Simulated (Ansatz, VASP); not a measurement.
## One calculation of Be, two programs

File POSCAR:

```
Be
1.0
    2.2645998697      0.0000000000      0.0000000000
   -1.1322999349      1.9612010165      0.0000000000
    0.0000000000      0.0000000000      3.5612588026
Be
2
Direct
    0.3333333333      0.6666666667      0.2500000000
    0.6666666667      0.3333333333      0.7500000000
```

The input INCAR.step1:

```
  PREC = Accurate
  ENCUT = 520
  ISMEAR = -1
  SIGMA = 0.1
  LREAL = False
  LASPH = True
  NELM = 60
  NBANDS = 9
  GGA = PE
  ALGO = Normal
  EDIFF = 1E-4
  LWAVE = True
  LCHARG = False
```

Contents of INCAR.step2:

```
  PREC = Accurate
  ENCUT = 520
  EDIFF = 1E-6
  ISMEAR = -1
  SIGMA = 0.1
  LREAL = False
  LASPH = True
  NELM = 60
  ALGO = Normal
  ISIF = 2
  LWAVE = False
  LCHARG = False
  METAGGA = R2SCAN
  LMIXTAU = True
  NBANDS = 9
  ISTART = 1
```

The input KPOINTS:

```
Automatic mesh
0
Gamma
  13 13 7
```

Input for Ansatz:

```yaml
crystal:
  lattice:
    - [2.2645998697, 0.0, 0.0]
    - [-1.1322999349, 1.9612010165, 0.0]
    - [0.0, 0.0, 3.5612588026]
  atoms:
    - { symbol: Be, position: [0.3333333333, 0.6666666667, 0.25] }
    - { symbol: Be, position: [0.6666666667, 0.3333333333, 0.75] }
hamiltonian:
  xc: r2scan
  pseudopotentials:
    kind: paw
    azcp:
      Be: "pseudopotentials/Be.paw.azcp"
basis:
  ecutwfc: 500
  fft_grid_basis: typed
kpoints:
  mp_grid: { grid: [13, 13, 7], shift: [0, 0, 0] }
magnetization:
  spin_polarized: false
scf:
  occupations: { method: fermi_dirac, width: 0.1 }
  lower_state_search: "off"
output:
  stress: true
```

Alike in both runs: task single point; functional r2SCAN; k mesh 13 × 13 × 7; occupations fermi-dirac, width 0.1 eV; no spin polarisation.

|  | VASP | Ansatz |
| --- | --- | --- |
| version | VASP 6.6.1 | Ansatz 0.2.0 |
| potentials or method | VASP PAW PBE potentials, release 64 (Be), cutoff 520 eV | plane waves (500 eV) with PAW, scalar-relativistic |
| valence electrons in the cell | 4 | 4 |

```tsv
	VASP	Ansatz	Ansatz less VASP
pressure (GPa)	0.3	0.1	-0.20
traceless stress, the component that is largest in VASP (GPa)	-1.16	-1.22	-0.065
```

VASP's potentials were made for PBE, not for r2SCAN.
